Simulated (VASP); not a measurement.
Write the native input for VASP 6.6.1 that does the following.

```
Task                   : single point
Functional             : PBE
Potentials or basis    : VASP PAW PBE potentials, release 64 (Zn)
Cutoff                 : 500 eV
k mesh                 : 17 × 17 × 17
Occupations            : fermi-dirac, width 0.05 eV
Spin                   : no spin polarisation
Dipole correction      : no
Further INCAR settings : ALGO = Normal; EDIFF = 1e-06; NBANDS = 12
```

The structure of Zn lies in POSCAR:

```
Zn
1.0
    0.0000000000      1.5595248789      1.5595248789
    1.5595248789      0.0000000000      1.5595248789
    1.5595248789      1.5595248789      0.0000000000
Zn
1
Direct
    0.0000000000      0.0000000000      0.0000000000
```

This cell differs from its parent crystal: volume scaled by 0.5.

One way to write it, as run:

INCAR

```
PREC = Accurate
ENCUT = 500
EDIFF = 1E-6
ISMEAR = -1
SIGMA = 0.05
LREAL = F
LASPH = T
NELM = 120
ALGO = Normal
ISIF = 2
LWAVE = F
LCHARG = F
GGA = PE
NBANDS = 12
GGA_COMPAT = F
```

KPOINTS

```
regular mesh
0
Gamma
  17 17 17
```

Potentials or basis: VASP PAW PBE potentials, release 64 (Zn).

Launch:

```console
$ cat potpaw_PBE.64/Zn/POTCAR > POTCAR
$ mpirun -np 1 vasp_std > vasp.out
```

It gave:

```yaml
Pressure: 285.9 GPa
Band_gap_on_the_k_mesh: zero (band 6 reaches 12.28 eV, above the bottom of band 7 at 11.00 eV)
```

Run time: 4.6 s on 1 thread of Intel(R) Xeon(R) Platinum 8559C (Emerald Rapids), on a shared host, peak memory 0.12 GiB.
